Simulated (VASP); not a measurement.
Wanted: the native input for a VASP 6.6.1 run.

```
Task                   : single point
Functional             : r2SCAN
Potentials or basis    : VASP PAW PBE potentials, release 64 (Al)
Cutoff                 : 520 eV
k mesh                 : 20 × 20 × 20
Occupations            : gaussian, width 0.15 eV
Spin                   : no spin polarisation
Dipole correction      : no
Further INCAR settings : ALGO = Normal; EDIFF = 1e-06; NBANDS = 8
```

Al:

```xyz
1
Lattice="0.0000 1.9430 1.9430 1.9430 0.0000 1.9430 1.9430 1.9430 0.0000" Properties=species:S:1:pos:R:3 pbc="T T T"
Al    0.0000    0.0000    0.0000
```

This cell differs from its parent crystal: strain -0.040 along x and y, -0.040 along z.

These files were run (other wordings do the same):

POSCAR

```
Al
1.0
    0.0000000000      1.9430208000      1.9430208000
    1.9430208000      0.0000000000      1.9430208000
    1.9430208000      1.9430208000      0.0000000000
Al
1
Direct
    0.0000000000      0.0000000000      0.0000000000
```

INCAR.step1

```
  ALGO = Normal
  EDIFF = 1E-4
  ENCUT = 520
  GGA = PE
  ISMEAR = 0
  LASPH = T
  LCHARG = F
  LREAL = F
  LWAVE = T
  NBANDS = 8
  NELM = 100
  PREC = Accurate
  SIGMA = 0.15
```

INCAR.step2

```
  ALGO = Normal
  EDIFF = 1E-6
  ENCUT = 520
  ISIF = 2
  ISMEAR = 0
  ISTART = 1
  LASPH = T
  LCHARG = F
  LMIXTAU = T
  LREAL = F
  LWAVE = F
  METAGGA = R2SCAN
  NBANDS = 8
  NELM = 100
  PREC = Accurate
  SIGMA = 0.15
```

KPOINTS

```
k-points
0
Gamma
  20 20 20
```

Potentials or basis: VASP PAW PBE potentials, release 64 (Al).

Command:

```sh
$ cat potpaw_PBE.64/Al/POTCAR > POTCAR
$ cp INCAR.step1 INCAR
$ mpirun -np 1 vasp_std > vasp.out
$ cp INCAR.step2 INCAR
$ mpirun -np 1 vasp_std > vasp.out
```

It gave:

```
Pressure : 8.6 GPa
```

Caveat: the cell differs from its parent crystal (strain -0.040 along x and y, -0.040 along z); the PAW data sets were made with another functional, which shifts forces and pressure a little.

It took 92 s on 1 thread of AMD EPYC 7R13 Processor (Zen 3), with other jobs on the host, peak memory 0.1 GiB.
